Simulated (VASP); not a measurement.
# TiSi2 (Cmcm) in VASP: further runs

TiSi2 is run at these levels: PBE; tasks: single point.

Everything below comes from runs of VASP 6.6.1. Logs are shortened: lines on timing, memory, paths and dates and some standing lists are left out, and cuts for length are marked.

### 1 The cell of the first run

It takes space group Cmcm (No. 63, orthorhombic). Conventional cell: a = 3.547 Å, b = 13.835 Å, c = 3.579 Å, α = 90.00°, β = 90.00°, γ = 90.00°. Ti (site symmetry m2m) has 10 Si at 2.59 to 2.86 Å and 2 Ti at 3.37 Å within 3.4 Å. Within 3.2 Å of Si (site symmetry m2m) lie 6 Si at 2.42 to 3.19 Å and 6 Ti at 2.59 to 2.86 Å. Si (site symmetry m2m) has 8 Si at 2.52 to 3.19 Å and 4 Ti at 2.70 to 2.71 Å within 3.3 Å.

### 2 Single point, PBE (14.64 Å³/atom)

Contents of INCAR:

```
SYSTEM = TiSi2
ALGO = Normal
EDIFF = 1E-6
ENCUT = 520
GGA = PE
ISIF = 2
ISMEAR = 0
LASPH = .TRUE.
LCHARG = .FALSE.
LREAL = .FALSE.
LWAVE = .FALSE.
NBANDS = 29
NELM = 80
PREC = Accurate
SIGMA = 0.15
```

Contents of KPOINTS:

```
k-points
0
G
  12 12 12
  0 0 0
```

Contents of POSCAR:

```
TiSi2
1.0
    1.7735428079     -6.9172905542      0.0000000000
    1.7735428079      6.9172905542      0.0000000000
    0.0000000000      0.0000000000      3.5787905990
Ti Si
2 4
Direct
    0.8968075259      0.1031924741      0.7500000000
    0.1031924741      0.8968075259      0.2500000000
    0.5591373592      0.4408626408      0.7500000000
    0.4408626408      0.5591373592      0.2500000000
    0.2498287182      0.7501712818      0.7500000000
    0.7501712818      0.2498287182      0.2500000000
```

Potentials or basis: VASP PAW PBE potentials, release 64 (Ti_sv, Si).

On the command line:

```console
$ cat potpaw_PBE.64/Ti_sv/POTCAR potpaw_PBE.64/Si/POTCAR > POTCAR
$ mpirun -np 1 vasp_std > vasp.out
```

OUTCAR:

```text
SYSTEM = TiSi2
   EDIFF = 1E-6
   ENCUT = 520
   GGA = PE
   ISIF = 2
   ISMEAR = 0
   LASPH = .TRUE.
   LREAL = .FALSE.
   NELM = 80
   PREC = Accurate

 ion  position               nearest neighbor table
   1  0.897  0.103  0.750-   4 2.59   4 2.59   4 2.59   4 2.59   5 2.70   5 2.70   6 2.71   6 2.71
                             3 2.86   3 2.86
   2  0.103  0.897  0.250-   3 2.59   3 2.59   3 2.59   3 2.59   6 2.70   6 2.70   5 2.71   5 2.71
                             4 2.86   4 2.86
   3  0.559  0.441  0.750-   4 2.42   4 2.42   2 2.59   2 2.59   2 2.59   2 2.59   1 2.86   1 2.86

   4  0.441  0.559  0.250-   3 2.42   3 2.42   1 2.59   1 2.59   1 2.59   1 2.59   2 2.86   2 2.86

   5  0.250  0.750  0.750-   6 2.52   6 2.52   6 2.52   6 2.52   1 2.70   1 2.70   2 2.71   2 2.71

   6  0.750  0.250  0.250-   5 2.52   5 2.52   5 2.52   5 2.52   2 2.70   2 2.70   1 2.71   1 2.71

  LATTYP: Found a base centered orthorhombic cell.
 ALAT       =     3.5470856158
 B/A-ratio  =     3.9002670380
 C/A-ratio  =     1.0089383191

  Lattice vectors:

 A1 = (   1.7735428079,  -6.9172905542,   0.0000000000)
 A2 = (   1.7735428079,   6.9172905542,   0.0000000000)
 A3 = (   0.0000000000,   0.0000000000,   3.5787905990)

Analysis of symmetry for initial positions (statically):
=====================================================================
 Subroutine PRICEL returns:
 Original cell was already a primitive cell.

 Routine SETGRP: Setting up the symmetry group for a
 base centered orthorhombic supercell.

 Subroutine GETGRP returns: Found  8 space group operations
 (whereof  4 operations were pure point group operations)
 out of a pool of  8 trial point group operations.

The static configuration has the point symmetry C_2h.
 The point group associated with its full space group is D_2h.

Analysis of symmetry for dynamics (positions and initial velocities):
=====================================================================
 Subroutine PRICEL returns:
 Original cell was already a primitive cell.

 Routine SETGRP: Setting up the symmetry group for a
 base centered orthorhombic supercell.

 Subroutine GETGRP returns: Found  8 space group operations
 (whereof  4 operations were pure point group operations)
 out of a pool of  8 trial point group operations.

The dynamic configuration has the point symmetry C_2h.
 The point group associated with its full space group is D_2h.

 Subroutine INISYM returns: Found  8 space group operations
 (whereof  4 operations are pure point group operations),
 and found     1 'primitive' translations

----------------------------------------------------------------------------------------

                                     Primitive cell

  volume of cell :      87.8100

  direct lattice vectors                    reciprocal lattice vectors
     1.773542808 -6.917290554  0.000000000     0.281921585 -0.072282637  0.000000000
     1.773542808  6.917290554  0.000000000     0.281921585  0.072282637  0.000000000
     0.000000000  0.000000000  3.578790599     0.000000000  0.000000000  0.279424004

  length of vectors
     7.141033728  7.141033728  3.578790599     0.291040478  0.291040478  0.279424004

  position of ions in fractional coordinates (direct lattice)
     0.896807526  0.103192474  0.750000000
     0.103192474  0.896807526  0.250000000
     0.559137359  0.440862641  0.750000000
     0.440862641  0.559137359  0.250000000
     0.249828718  0.750171282  0.750000000
     0.750171282  0.249828718  0.250000000

  ion indices of the primitive-cell ions
   primitive index   ion index
                 1           1
                 2           2
                 3           3
                 4           4
                 5           5
                 6           6

----------------------------------------------------------------------------------------

 KPOINTS: k-points

Automatic generation of k-mesh.
 Grid dimensions read from file:
 generate k-points for:   12   12   12

 Generating k-lattice:

  Cartesian coordinates                     Fractional coordinates (reciprocal lattice)
     0.023493465 -0.006023553  0.000000000     0.083333333  0.000000000  0.000000000
     0.023493465  0.006023553  0.000000000     0.000000000  0.083333333  0.000000000
     0.000000000  0.000000000  0.023285334     0.000000000  0.000000000  0.083333333

  Length of vectors
     0.024253373  0.024253373  0.023285334

  Shift w.r.t. Gamma in fractional coordinates (k-lattice)
     0.000000000  0.000000000  0.000000000

 Subroutine IBZKPT returns following result:
 ===========================================

 Found    301 irreducible k-points:

 Following reciprocal coordinates:
            Coordinates               Weight
  0.000000  0.000000  0.000000      1.000000
  0.083333 -0.000000  0.000000      4.000000
  0.166667 -0.000000  0.000000      4.000000
  0.250000 -0.000000  0.000000      4.000000
  0.333333  0.000000  0.000000      4.000000
  0.416667  0.000000  0.000000      4.000000
[... 16 lines left out ...]
  0.500000  0.166667  0.000000      4.000000
 -0.416667  0.166667  0.000000      4.000000
 [... further k-points ...]
   k-points           NKPTS =    301   k-points in BZ     NKDIM =    301   number of bands    NBANDS=     29
   number of dos      NEDOS =    301   number of ions     NIONS =      6
   total plane-waves  NPLWV =  81648
   dimension x,y,z NGX =    54 NGY =   54 NGZ =   28
   dimension x,y,z NGXF=   108 NGYF=  108 NGZF=   56
   ions per type =               2   4
   NGX,Y,Z   is equivalent  to a cutoff of  12.57, 12.57, 13.01 a.u.
   NGXF,Y,Z  is equivalent  to a cutoff of  25.14, 25.14, 26.01 a.u.
 SYSTEM =  TiSi2
   PREC   = accura    normal or accurate (medium, high low for compatibility)
   ISTART =      0    job   : 0-new  1-cont  2-samecut
   ICHARG =      2    charge: 1-file 2-atom 10-const
   ISPIN  =      1    spin polarized calculation?
   LNONCOLLINEAR =      F non collinear calculations
   LSORBIT =      F    spin-orbit coupling
   LASPH  =      T    aspherical Exc in radial PAW
   ENCUT  =  520.0 eV  38.22 Ry    6.18 a.u.  13.28 13.28  6.65*2*pi/ulx,y,z
   NELM   =     80;   NELMIN=  2; NELMDL= -5     # of ELM steps
   EDIFF  = 0.1E-05   stopping-criterion for ELM
   LREAL  =      F    real-space projection
   EDIFFG = 0.1E-04   stopping-criterion for IOM
   NSW    =      0    number of steps for IOM
   IBRION =     -1    ionic relax: 0-MD 1-quasi-New 2-CG
   NFREE  =      0    steps in history (QN), initial steepest desc. (CG)
   ISIF   =      2    stress and relaxation
   ISYM   =      2    0-nonsym 1-usesym 2-fastsym
   POTIM  = 0.5000    time-step for ionic-motion
   TEBEG  =    0.0;   TEEND  =   0.0 temperature during run
   PSTRESS=    0.0 pullay stress
   NELECT =      40.0000    total number of electrons
   NUPDOWN=      -1.0000    fix difference up-down
   EMIN   =  10.00;   EMAX   =-10.00  energy-range for DOS
   EFERMI =   0.00;   METHOD = LEGACY
   ISMEAR =     0;   SIGMA  =   0.15  broadening in eV -4-tet -1-fermi 0-gaus
   EFERMI_NEDOS =   21; number of points for ismear=-14 and -15
   IALGO  =     38    algorithm
   IMIX   =      4    mixing-type and parameters
     AMIX     =   0.40;   BMIX     =  1.00
     AMIX_MAG =   1.60;   BMIX_MAG =  1.00
  volume/ion in A,a.u.               =      14.64        98.76
  Fermi-wavevector in a.u.,A,eV,Ry     =   1.259641  2.380377 21.588307  1.586696
  Thomas-Fermi vector in A             =   2.393191
   LORBIT       =      0    0 simple, 1 ext, 2 COOP (PROOUT), +10 PAW based schemes
   GGA     = PE    functional components
   LHFCALC =     F    Hartree Fock is set to
   AEXX    =    0.0000 exact exchange contribution
   IVDW    =     0    specifies the selected vdW correction
   LEPSILON=     F    determine dielectric tensor
   LRPA    =     F    only Hartree local field effects (RPA)
 non-spin polarized calculation
 Gauss-broadening in eV      SIGMA  =   0.15
  energy-cutoff  :      520.00
  volume of cell :       87.81
 maximum number of plane-waves:      2396
 NGX is ok and might be reduce to    54
   NGX = 27   NGY = 27   NGZ = 13

 number of electron      40.0000003 magnetization

 Free energy of the ion-electron system (eV)
  ---------------------------------------------------
  ext. energy  EPLUGINS =         0.00000000
  ---------------------------------------------------
  free energy    TOTEN  =       -40.73247668 eV

  energy without entropy =      -40.71440618  energy(sigma->0) =      -40.72344143

 E-fermi :  10.1447     XC(G=0): -11.4997

 val. band max:       10.1439653694   @ k =  -0.3333   0.1667   0.0000
 cond. band min:      10.1582150803   @ k =   0.5000   0.1667   0.0000
 fundamental gap:      0.0142497109
 Fermi energy:        10.1447177762

 k-point     1 :       0.0000    0.0000    0.0000
  band No.  band energies     occupation
      1     -46.7595      2.00000
      2     -46.7523      2.00000
      3     -23.1021      2.00000
      4     -23.0592      2.00000
      5     -23.0489      2.00000
      6     -23.0436      2.00000
[... 21 lines left out ...]
     28      12.9468      0.00000
     29      13.1545      0.00000

 k-point     2 :       0.0833   -0.0000    0.0000
  band No.  band energies     occupation
      1     -46.7593      2.00000
      2     -46.7521      2.00000
      3     -23.1014      2.00000
      4     -23.0639      2.00000
      5     -23.0532      2.00000
      6     -23.0432      2.00000
[... 21 lines left out ...]
     28      13.0078      0.00000
     29      13.2783      0.00000

 k-point     3 :       0.1667   -0.0000    0.0000
  band No.  band energies     occupation
      1     -46.7585      2.00000
      2     -46.7514      2.00000
      3     -23.0993      2.00000
      4     -23.0766      2.00000
      5     -23.0649      2.00000
      6     -23.0420      2.00000
[... 638 lines left out ...]
      5     -23.0917      2.00000
      6     -23.0385      2.00000
[... 21 lines left out ...]
     28      13.1488      0.00000
     29      13.4178      0.00000

 k-point    24 :      -0.4167    0.1667    0.0000
  band No.  band energies     occupation
      1     -46.7575      2.00000
      2     -46.7505      2.00000
      3     -23.0965      2.00000
      4     -23.0922      2.00000
      5     -23.0806      2.00000
      6     -23.0402      2.00000
[... 21 lines left out ...]
     28      12.9595      0.00000
     29      13.7302      0.00000

 [... further k-points ...]

------------------------ aborting loop because EDIFF is reached ----------------------------------------

  FORCE on cell =-STRESS in cart. coord.  units (eV):
  Direction    XX          YY          ZZ          XY          YZ          ZX
  --------------------------------------------------------------------------------------
  -------------------------------------------------------------------------------------
  Total       -0.5234690     -2.4248511     -0.6824754      0.0000000      0.0000000      0.0000000
  in kB       -9.5511911    -44.2437241    -12.4524154      0.0000000      0.0000000      0.0000000
  external PRESSURE =     -22.0824436 kB  Pullay stress =       0.0000000 kB

 VOLUME and BASIS-vectors are now :
 -----------------------------------------------------------------------------
  energy-cutoff  :      520.00
  volume of cell :       87.81
      direct lattice vectors                 reciprocal lattice vectors
     1.773542808 -6.917290554  0.000000000     0.281921585 -0.072282637  0.000000000
     1.773542808  6.917290554  0.000000000     0.281921585  0.072282637  0.000000000
     0.000000000  0.000000000  3.578790599     0.000000000  0.000000000  0.279424004

 POSITION                                       TOTAL-FORCE (eV/Angst)
 -----------------------------------------------------------------------------------
      1.77354     -5.48967      2.68409         0.000000      0.192848     -0.000000
      1.77354      5.48967      0.89470         0.000000     -0.192848      0.000000
      1.77354     -0.81814      2.68409         0.000000      0.151296      0.000000
      1.77354      0.81814      0.89470         0.000000     -0.151296      0.000000
      1.77354      3.46101      2.68409         0.000000     -0.003495      0.000000
      1.77354     -3.46101      0.89470         0.000000      0.003495     -0.000000
 -----------------------------------------------------------------------------------
    total drift:                                0.000000      0.000000      0.000000

  FREE ENERGIE OF THE ION-ELECTRON SYSTEM (eV)
  ---------------------------------------------------
  free  energy   TOTEN  =       -40.7324766795 eV

  energy  without entropy=      -40.7144061800  energy(sigma->0) =      -40.72344143
```

It took 16 min on 1 thread of Intel Xeon Platinum 8488C (Sapphire Rapids), shared host; peak memory 0.73 GiB.

Results:

- Free energy: -40.7325 eV
- Pressure: -2.2 GPa
- Largest force: 0.193 eV/Å
- Band gap on the k mesh: zero (bands 20 and 21 overlap by 0.98 eV)

Forces on the atoms (eV/Å):
```
Ti   0.000  0.193  0.000
Ti   0.000 -0.193  0.000
Si   0.000  0.151  0.000
Si   0.000 -0.151  0.000
Si   0.000 -0.003  0.000
Si   0.000  0.003  0.000
```

(Continued in part 2 of 3.)
